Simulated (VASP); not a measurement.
# ZrSi4Ru (P6/mmm) in VASP: single point with PBE

Aim: the single point of ZrSi4Ru with PBE.

Everything below comes from runs of VASP 6.6.1. Logs are shortened: lines on timing, memory, paths and dates and some standing lists are left out, and cuts for length are marked.

### Step 1. The cell of the first run

The structure is hexagonal, space group P6/mmm (No. 191). Conventional cell: a = 4.453 Å, b = 4.453 Å, c = 5.344 Å, α = 90.00°, β = 90.00°, γ = 120.00°. Zr (site symmetry 6/mmm) has 2 Ru at 2.67 Å and 12 Si at 2.97 Å within 3.5 Å. Si (site symmetry 3m) has 5 Si at 2.36 to 2.99 Å and 3 Ru at 2.83 Å and 3 Zr at 2.97 Å within 3.1 Å. Within 3.5 Å of Ru (site symmetry 6/mmm) lie 2 Zr at 2.67 Å and 12 Si at 2.83 Å.

### Step 2. Single point, PBE

INCAR

```
PREC     = Accurate       # precision mode
ENCUT    = 520            # plane-wave cutoff, eV
EDIFF    = 1E-7           # SCF threshold, eV
ISMEAR   = 0              # smearing method
SIGMA    = 0.1            # smearing width, eV
LREAL    = F              # projectors in reciprocal space
LASPH    = T              # aspherical terms in the spheres
NELM     = 100            # most SCF steps
ALGO     = Normal         # electronic algorithm
ISIF     = 2              # what is computed and relaxed
LWAVE    = F              # write WAVECAR
LCHARG   = F              # write CHGCAR
GGA      = PE             # functional
NBANDS   = 30             # bands
```

KPOINTS

```
regular mesh
0
Gamma
  6 6 4
```

POSCAR

```
ZrSi4Ru
1.0
    4.4526710000      0.0000000000      0.0000000000
   -2.2263355000      3.8561262000      0.0000000000
    0.0000000000      0.0000000000      5.3441505900
Zr Si Ru
1 4 1
Direct
    0.0000000000      0.0000000000      0.0000000000
    0.3333333300      0.6666666700      0.2792831600
    0.3333333300      0.6666666700      0.7207168400
    0.6666666700      0.3333333300      0.7207168400
    0.6666666700      0.3333333300      0.2792831600
    0.0000000000      0.0000000000      0.5000000000
```

Potentials or basis: VASP PAW PBE potentials, release 64 (Zr_sv, Si, Ru_pv).

Started as:

```sh
cat potpaw_PBE.64/Zr_sv/POTCAR potpaw_PBE.64/Si/POTCAR potpaw_PBE.64/Ru_pv/POTCAR > POTCAR
mpirun -np 1 vasp_std > vasp.out
```

OUTCAR:

```text
PREC = Accurate
   ENCUT = 520
   EDIFF = 1E-7
   ISMEAR = 0
   LREAL = F
   LASPH = T
   NELM = 100
   ISIF = 2
   GGA = PE

 ion  position               nearest neighbor table
   1  0.000  0.000  0.000-   6 2.67   6 2.67   4 2.97   5 2.97   2 2.97   3 2.97   2 2.97   3 2.97
                             4 2.97   5 2.97   4 2.97   5 2.97   2 2.97   3 2.97
   2  0.333  0.667  0.279-   3 2.36   5 2.57   5 2.57   5 2.57   6 2.83   6 2.83   6 2.83   1 2.97
                             1 2.97   1 2.97   3 2.99
   3  0.333  0.667  0.721-   2 2.36   4 2.57   4 2.57   4 2.57   6 2.83   6 2.83   6 2.83   1 2.97
                             1 2.97   1 2.97   2 2.99
   4  0.667  0.333  0.721-   5 2.36   3 2.57   3 2.57   3 2.57   6 2.83   6 2.83   6 2.83   1 2.97
                             1 2.97   1 2.97   5 2.99
   5  0.667  0.333  0.279-   4 2.36   2 2.57   2 2.57   2 2.57   6 2.83   6 2.83   6 2.83   1 2.97
                             1 2.97   1 2.97   4 2.99
   6  0.000  0.000  0.500-   1 2.67   1 2.67   3 2.83   4 2.83   5 2.83   2 2.83   2 2.83   3 2.83
                             4 2.83   5 2.83   4 2.83   5 2.83   2 2.83   3 2.83

  LATTYP: Found a hexagonal cell.
 ALAT       =     4.4526710000
 C/A-ratio  =     1.2002123198

  Lattice vectors:

 A1 = (   4.4526710000,   0.0000000000,   0.0000000000)
 A2 = (  -2.2263355000,   3.8561262000,   0.0000000000)
 A3 = (   0.0000000000,   0.0000000000,   5.3441505900)

Analysis of symmetry for initial positions (statically):
=====================================================================
 Subroutine PRICEL returns:
 Original cell was already a primitive cell.

 Routine SETGRP: Setting up the symmetry group for a
 hexagonal supercell.

 Subroutine GETGRP returns: Found 24 space group operations
 (whereof 24 operations were pure point group operations)
 out of a pool of 24 trial point group operations.

The static configuration has the point symmetry D_6h.

Analysis of symmetry for dynamics (positions and initial velocities):
=====================================================================
 Subroutine PRICEL returns:
 Original cell was already a primitive cell.

 Routine SETGRP: Setting up the symmetry group for a
 hexagonal supercell.

 Subroutine GETGRP returns: Found 24 space group operations
 (whereof 24 operations were pure point group operations)
 out of a pool of 24 trial point group operations.

The dynamic configuration has the point symmetry D_6h.

 Subroutine INISYM returns: Found 24 space group operations
 (whereof 24 operations are pure point group operations),
 and found     1 'primitive' translations

----------------------------------------------------------------------------------------

                                     Primitive cell

  volume of cell :      91.7594

  direct lattice vectors                    reciprocal lattice vectors
     4.452671000  0.000000000  0.000000000     0.224584300  0.129663806  0.000000000
    -2.226335500  3.856126200  0.000000000     0.000000000  0.259327612  0.000000000
     0.000000000  0.000000000  5.344150590     0.000000000  0.000000000  0.187120476

  length of vectors
     4.452671000  4.452670999  5.344150590     0.259327612  0.259327612  0.187120476

  position of ions in fractional coordinates (direct lattice)
     0.000000000  0.000000000  0.000000000
     0.333333330  0.666666670  0.279283160
     0.333333330  0.666666670  0.720716840
     0.666666670  0.333333330  0.720716840
     0.666666670  0.333333330  0.279283160
     0.000000000  0.000000000  0.500000000

  ion indices of the primitive-cell ions
   primitive index   ion index
                 1           1
                 2           2
                 3           3
                 4           4
                 5           5
                 6           6

----------------------------------------------------------------------------------------

 KPOINTS: regular mesh

Automatic generation of k-mesh.
 Grid dimensions read from file:
 generate k-points for:    6    6    4

 Generating k-lattice:

  Cartesian coordinates                     Fractional coordinates (reciprocal lattice)
     0.037430717  0.021610634  0.000000000     0.166666667 -0.000000000  0.000000000
     0.000000000  0.043221269  0.000000000     0.000000000  0.166666667  0.000000000
     0.000000000  0.000000000  0.046780119     0.000000000  0.000000000  0.250000000

  Length of vectors
     0.043221269  0.043221269  0.046780119

  Shift w.r.t. Gamma in fractional coordinates (k-lattice)
     0.000000000  0.000000000  0.000000000

 Subroutine IBZKPT returns following result:
 ===========================================

 Found     21 irreducible k-points:

 Following reciprocal coordinates:
            Coordinates               Weight
  0.000000  0.000000  0.000000      1.000000
  0.166667  0.000000  0.000000      6.000000
  0.333333  0.000000  0.000000      6.000000
  0.500000 -0.000000  0.000000      3.000000
  0.166667  0.166667  0.000000      6.000000
  0.333333  0.166667  0.000000     12.000000
[... 13 lines left out ...]
  0.333333  0.166667  0.500000     12.000000
  0.333333  0.333333  0.500000      2.000000
   k-points           NKPTS =     21   k-points in BZ     NKDIM =     21   number of bands    NBANDS=     30
   number of dos      NEDOS =    301   number of ions     NIONS =      6
   total plane-waves  NPLWV =  51840
   dimension x,y,z NGX =    36 NGY =   36 NGZ =   40
   dimension x,y,z NGXF=    72 NGYF=   72 NGZF=   80
   ions per type =               1   4   1
   NGX,Y,Z   is equivalent  to a cutoff of  13.44, 13.44, 12.44 a.u.
   NGXF,Y,Z  is equivalent  to a cutoff of  26.88, 26.88, 24.89 a.u.
 SYSTEM =  unknown system
   PREC   = accura    normal or accurate (medium, high low for compatibility)
   ISTART =      0    job   : 0-new  1-cont  2-samecut
   ICHARG =      2    charge: 1-file 2-atom 10-const
   ISPIN  =      1    spin polarized calculation?
   LNONCOLLINEAR =      F non collinear calculations
   LSORBIT =      F    spin-orbit coupling
   LASPH  =      T    aspherical Exc in radial PAW
   ENCUT  =  520.0 eV  38.22 Ry    6.18 a.u.   8.28  8.28  9.94*2*pi/ulx,y,z
   NELM   =    100;   NELMIN=  2; NELMDL= -5     # of ELM steps
   EDIFF  = 0.1E-06   stopping-criterion for ELM
   LREAL  =      F    real-space projection
   EDIFFG = 0.1E-05   stopping-criterion for IOM
   NSW    =      0    number of steps for IOM
   IBRION =     -1    ionic relax: 0-MD 1-quasi-New 2-CG
   NFREE  =      0    steps in history (QN), initial steepest desc. (CG)
   ISIF   =      2    stress and relaxation
   ISYM   =      2    0-nonsym 1-usesym 2-fastsym
   POTIM  = 0.5000    time-step for ionic-motion
   TEBEG  =    0.0;   TEEND  =   0.0 temperature during run
   PSTRESS=    0.0 pullay stress
   NELECT =      42.0000    total number of electrons
   NUPDOWN=      -1.0000    fix difference up-down
   EMIN   =  10.00;   EMAX   =-10.00  energy-range for DOS
   EFERMI =   0.00;   METHOD = LEGACY
   ISMEAR =     0;   SIGMA  =   0.10  broadening in eV -4-tet -1-fermi 0-gaus
   EFERMI_NEDOS =   21; number of points for ismear=-14 and -15
   IALGO  =     38    algorithm
   IMIX   =      4    mixing-type and parameters
     AMIX     =   0.40;   BMIX     =  1.00
     AMIX_MAG =   1.60;   BMIX_MAG =  1.00
  volume/ion in A,a.u.               =      15.29       103.20
  Fermi-wavevector in a.u.,A,eV,Ry     =   1.261656  2.384185 21.657438  1.591777
  Thomas-Fermi vector in A             =   2.395104
   LORBIT       =      0    0 simple, 1 ext, 2 COOP (PROOUT), +10 PAW based schemes
   GGA     = PE    functional components
   LHFCALC =     F    Hartree Fock is set to
   AEXX    =    0.0000 exact exchange contribution
   IVDW    =     0    specifies the selected vdW correction
   LEPSILON=     F    determine dielectric tensor
   LRPA    =     F    only Hartree local field effects (RPA)
 non-spin polarized calculation
 Gauss-broadening in eV      SIGMA  =   0.10
  energy-cutoff  :      520.00
  volume of cell :       91.76
 maximum number of plane-waves:      2498
 NGX is ok and might be reduce to    36
   NGX = 17   NGY = 17   NGZ = 19

 number of electron      42.0000000 magnetization

 Free energy of the ion-electron system (eV)
  ---------------------------------------------------
  ext. energy  EPLUGINS =         0.00000000
  ---------------------------------------------------
  free energy    TOTEN  =       -39.99450613 eV

  energy without entropy =      -39.96672461  energy(sigma->0) =      -39.98061537

 E-fermi :  10.8104     XC(G=0): -11.7125

 val. band max:       10.8097003316   @ k =   0.1667   0.1667   0.0000
 cond. band min:      10.8641673931   @ k =   0.3333   0.3333   0.2500
 fundamental gap:      0.0544670614
 Fermi energy:        10.8103789032

 k-point     1 :       0.0000    0.0000    0.0000
  band No.  band energies     occupation
      1     -38.6662      2.00000
      2     -31.9082      2.00000
      3     -31.9082      2.00000
      4     -31.8656      2.00000
      5     -16.7399      2.00000
      6     -16.7310      2.00000
[... 22 lines left out ...]
     29      13.9151      0.00000
     30      16.5237      0.00000

 k-point     2 :       0.1667    0.0000    0.0000
  band No.  band energies     occupation
      1     -38.6659      2.00000
      2     -31.9089      2.00000
      3     -31.9083      2.00000
      4     -31.8655      2.00000
      5     -16.7409      2.00000
      6     -16.7383      2.00000
[... 22 lines left out ...]
     29      14.0142      0.00000
     30      16.2895      0.00000

 k-point     3 :       0.3333    0.0000    0.0000
  band No.  band energies     occupation
      1     -38.6652      2.00000
      2     -31.9105      2.00000
      3     -31.9087      2.00000
      4     -31.8653      2.00000
      5     -16.7606      2.00000
      6     -16.7378      2.00000
[... 583 lines left out ...]
     29      14.3721      0.00000
     30      14.4757      0.00000

 k-point    21 :       0.3333    0.3333    0.5000
  band No.  band energies     occupation
      1     -38.6698      2.00000
      2     -31.9103      2.00000
      3     -31.9103      2.00000
      4     -31.8475      2.00000
      5     -16.7945      2.00000
      6     -16.7598      2.00000
[... 22 lines left out ...]
     29      14.7889      0.00000
     30      14.7902      0.00000

------------------------ aborting loop because EDIFF is reached ----------------------------------------

  FORCE on cell =-STRESS in cart. coord.  units (eV):
  Direction    XX          YY          ZZ          XY          YZ          ZX
  --------------------------------------------------------------------------------------
  -------------------------------------------------------------------------------------
  Total       -3.3077650     -3.3077650      4.2330166     -0.0000000      0.0000000     -0.0000000
  in kB      -57.7556800    -57.7556799     73.9111606     -0.0000000      0.0000000     -0.0000000
  external PRESSURE =     -13.8667331 kB  Pullay stress =       0.0000000 kB

 VOLUME and BASIS-vectors are now :
 -----------------------------------------------------------------------------
  energy-cutoff  :      520.00
  volume of cell :       91.76
      direct lattice vectors                 reciprocal lattice vectors
     4.452671000  0.000000000  0.000000000     0.224584300  0.129663806  0.000000000
    -2.226335500  3.856126200  0.000000000     0.000000000  0.259327612  0.000000000
     0.000000000  0.000000000  5.344150590     0.000000000  0.000000000  0.187120476

 POSITION                                       TOTAL-FORCE (eV/Angst)
 -----------------------------------------------------------------------------------
      0.00000      0.00000      0.00000         0.000000      0.000000      0.000000
     -0.00000      2.57075      1.49253        -0.000000      0.000000     -0.231784
     -0.00000      2.57075      3.85162        -0.000000      0.000000      0.231784
      2.22634      1.28538      3.85162         0.000000     -0.000000      0.231784
      2.22634      1.28538      1.49253         0.000000     -0.000000     -0.231784
      0.00000      0.00000      2.67208         0.000000      0.000000      0.000000
 -----------------------------------------------------------------------------------
    total drift:                               -0.000000      0.000000     -0.000000

  FREE ENERGIE OF THE ION-ELECTRON SYSTEM (eV)
  ---------------------------------------------------
  free  energy   TOTEN  =       -39.9945061319 eV

  energy  without entropy=      -39.9667246093  energy(sigma->0) =      -39.98061537
```

Wall time 3.4 min (1 thread of AMD EPYC 7R13, shared host); peak memory 0.21 GiB.

Results:

- Free energy: -39.9945 eV
- Pressure: -1.4 GPa
- Largest force: 0.232 eV/Å
- Band gap on the k mesh: zero (band 21 reaches 11.39 eV, above the bottom of band 22 at 9.84 eV)

Forces on the atoms (eV/Å):
```
Zr   0.000  0.000  0.000
Si   0.000  0.000 -0.232
Si   0.000  0.000  0.232
Si   0.000  0.000  0.232
Si   0.000  0.000 -0.232
Ru   0.000  0.000  0.000
```
